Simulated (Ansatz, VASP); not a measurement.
# Fe: VASP beside Ansatz

```
Fe
1.0
     0.00000    2.45270    2.45270
     2.45270    0.00000    2.45270
     2.45270    2.45270    0.00000
Fe
2
Cartesian
  0.6132 0.6132 0.6132
  4.2922 4.2922 4.2922
```

Alike in both runs: functional revPBE; k mesh 11 × 11 × 11; occupations fermi-dirac, width 0.1 eV; no spin polarisation.

Ansatz relaxed the structure, and its values are those at the end. VASP's run is a single point on that final structure, the one shown.

```csv
,VASP,Ansatz
version,VASP 6.6.1,Ansatz 0.2.0
potentials or method,"VASP PAW PBE potentials, release 64 (Fe_sv), cutoff 690 eV","plane waves (420 eV) with PAW, scalar-relativistic"
valence electrons in the cell,32,32
```

```csv
,VASP,Ansatz,Ansatz less VASP
pressure (GPa),-1.2,0.0,+1.20
```

VASP's potentials were made for PBE, not for revPBE. The functional is the same, so the differences come from potentials, cutoffs and numerics.
